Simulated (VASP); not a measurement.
# Sr2ZnWF6: single point with PBE

The system is Sr2ZnWF6.

```
CELL_PARAMETERS angstrom
0.00000 4.20498 4.20498
4.20498 0.00000 4.20498
4.20498 4.20498 0.00000
ATOMIC_POSITIONS crystal
Zn 0.50000 0.50000 0.50000
W 0.00000 0.00000 0.00000
F 0.72500 0.27500 0.27500
F 0.27500 0.72500 0.27500
F 0.27500 0.72500 0.72500
F 0.72500 0.27500 0.72500
F 0.27500 0.27500 0.72500
F 0.72500 0.72500 0.27500
Sr 0.25000 0.25000 0.25000
Sr 0.75000 0.75000 0.75000
```

* Program: VASP 6.6.1
* Task: single point
* Functional: PBE
* Potentials or basis: VASP PAW PBE potentials, release 64 (Zn, W_sv, F, Sr_sv)
* Cutoff: 520 eV
* k mesh: 4 × 4 × 4
* Occupations: fermi-dirac, width 0.1 eV
* Spin: no spin polarisation
* Dipole correction: no
* Further INCAR settings: ALGO = Normal; EDIFF = 1e-06; NBANDS = 55

```
Pressure               : 8.7 GPa
Largest force          : 1.796 eV/Å
Band gap on the k mesh : zero (bands 44 and 45 overlap by 0.17 eV)
```

Forces in eV/Å, atoms in the order of the input:
```
Zn   0.000  0.000  0.000
W    0.000  0.000  0.000
F   -1.796  0.000  0.000
F    0.000 -1.796  0.000
F    1.796  0.000  0.000
F    0.000  1.796  0.000
F    0.000  0.000 -1.796
F    0.000  0.000  1.796
Sr   0.000  0.000  0.000
Sr   0.000  0.000  0.000
```

Levels at points of the mesh, in eV from the Fermi level:
```
           k point  band 40  band 41  band 42  band 43  band 44  band 45  band 46  band 47  band 48  band 49
(0.00, 0.00, 0.00)    -5.31    -5.31    -1.88    -0.27    -0.27    -0.27     0.61     0.61     1.30     1.30
(0.50, 0.00, 0.00)    -5.01    -5.01    -0.21    -0.21    -0.19     0.06     0.91     1.60     1.60     1.80
(0.50, 0.50, 0.00)    -5.60    -5.30    -0.20    -0.09    -0.09     0.60     0.85     1.01     1.57     2.32
```

Run time: 2.8 min on 1 thread of Intel Xeon 8259CL (shared host), peak memory 0.35 GiB.

Caveat: the cell stands under pressure; spin-orbit coupling is left out, which moves the levels of the heavy elements; forces of over 1 eV/Å act on the atoms, so gaps and moduli don't describe the material at rest.
